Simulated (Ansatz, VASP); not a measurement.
One calculation of Li3B, two programs

```xyz
8
Lattice="6.2357 0.0000 0.0000 -3.1179 5.4003 0.0000 0.0000 0.0000 3.2881" Properties=species:S:1:pos:R:3 pbc="T T T"
Li    1.4687    1.6805    0.8220
Li   -0.7210    2.1122    2.4661
Li    4.0460    0.4317    0.8220
Li    1.6491    3.7198    2.4661
Li    3.8389    3.2881    0.8220
Li   -0.9281    4.9686    2.4661
B     0.0000    3.6002    0.8220
B     3.1179    1.8001    2.4661
```

Alike in both runs: task relaxation of cell and atoms; functional PBE; k mesh 6 × 6 × 12; occupations gaussian, width 0.1 eV; no spin polarisation.

|  | VASP | Ansatz |
| --- | --- | --- |
| version | VASP 6.6.1 | Ansatz 0.2.0 |
| potentials or method | VASP PAW PBE potentials, release 64 (Li_sv, B), cutoff 600 eV | scalar-relativistic, plane waves, PAW |
| valence electrons in the cell | 24 | 24 |

VASP gave:

```
gap on the k mesh at the Fermi level, each at its own relaxed structure (eV)  : none
relaxed volume (Å³/atom)                                                      : 13.86
relaxed length of the cell vector where the two differ most in proportion (Å) : 6.113
```

Task: Which values does Ansatz return?

Result: gap on the k mesh at the Fermi level, each at its own relaxed structure (eV): none; relaxed volume (Å³/atom): 13.93; relaxed length of the cell vector where the two differ most in proportion (Å): 6.132.

A gap of «none» marks a metal or a gap that the smearing closes.

Noted on VASP's run: the cutoff is under 1.25 times that of the potentials, so the pressure is a little rough.
